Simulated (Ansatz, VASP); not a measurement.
TaN in VASP and in Ansatz

File INCAR:

```
SYSTEM = TaN
PREC     = Accurate       ! precision mode
ENCUT    = 520            ! plane-wave cutoff, eV
EDIFF    = 1E-8           ! SCF threshold, eV
ISMEAR   = -1             ! smearing method
SIGMA    = 0.01           ! smearing width, eV
LREAL    = .False.        ! projectors in reciprocal space
LASPH    = .True.         ! aspherical terms in the spheres
NELM     = 120            ! most SCF steps
ALGO     = Normal         ! electronic algorithm
ISIF     = 2              ! what is computed and relaxed
LWAVE    = .False.        ! write WAVECAR
LCHARG   = .False.        ! write CHGCAR
GGA      = PE             ! functional
LEFG     = .True.       
NBANDS   = 24             ! bands
GGA_COMPAT= .False.
```

File KPOINTS:

```
Automatic mesh
0
Gamma
  9 9 5
  0 0 0
```

The input POSCAR:

```
TaN
1.0
    3.0500010905      0.0000000000      0.0000000000
   -1.5250005453      2.6413784260      0.0000000000
    0.0000000000      0.0000000000      5.0882000000
Ta N
2 2
Direct
    0.3333333333      0.6666666667      0.0000000000
    0.6666666667      0.3333333333      0.5000000000
    0.3333333333      0.6666666667      0.3850000000
    0.6666666667      0.3333333333      0.8850000000
```

Input for Ansatz:

```yaml
crystal:
  lattice:
    - [3.0500010905, 0.0, 0.0]
    - [-1.5250005453, 2.641378426, 0.0]
    - [0.0, 0.0, 5.0882]
  atoms:
    - { symbol: Ta, position: [0.3333333333, 0.6666666667, 0.0] }
    - { symbol: Ta, position: [0.6666666667, 0.3333333333, 0.5] }
    - { symbol: "N", position: [0.3333333333, 0.6666666667, 0.385] }
    - { symbol: "N", position: [0.6666666667, 0.3333333333, 0.885] }
kpoints:
  mp_grid: { grid: [9, 9, 5] }
scf:
  occupations: { method: fermi_dirac, width: 0.01 }
hamiltonian:
  xc: pbe
  pseudopotentials: { kind: paw }
output:
  forces: true
  stress: true
  eigenvalues: true
  efg: { contact_densities: true }
  write_density: true
  write_potential: true
  elf: true
  volumetric_format: npy
```

Change from the starting cell: zz strain of +3 %, PAW files.

Alike in both runs: task electric field gradients; functional PBE; k mesh 9 × 9 × 5; occupations fermi-dirac, width 0.01 eV; no spin polarisation.

|  | VASP | Ansatz |
| --- | --- | --- |
| version | VASP 6.6.1 | Ansatz 0.2.0 |
| potentials or method | VASP PAW PBE potentials, release 64 (Ta_pv, N) | PAW with Ansatz's default frozen-core files, scalar-relativistic |
| plane-wave cutoff (eV) | 520 | 420 |
| valence electrons in the cell | 32 | 36 |

|  | VASP | Ansatz | Ansatz less VASP |
| --- | --- | --- | --- |
| pressure (GPa) | 121.5 | 118.8 | -2.76 |
| traceless stress, the component that is largest in VASP (GPa) | -24.08 | -23.47 | +0.610 |
| rms of the force components (eV/Å) | 2.119 | 2.083 | -0.0355 |
| size of Vzz on the site where it differs most (V/Å²) | 155.8 | 160.4 | +4.67 |

Atom by atom the forces differ by 0.035 eV/Å (rms over components). Both programs put the cell under a high pressure, so it lies far from rest at this level. VASP's potentials hold 32 valence electrons a cell and Ansatz's 36, so a difference there can come from the potentials and not from the codes.

Spin-orbit coupling is off throughout. Noted on VASP's run: the cell as given lies far from equilibrium.
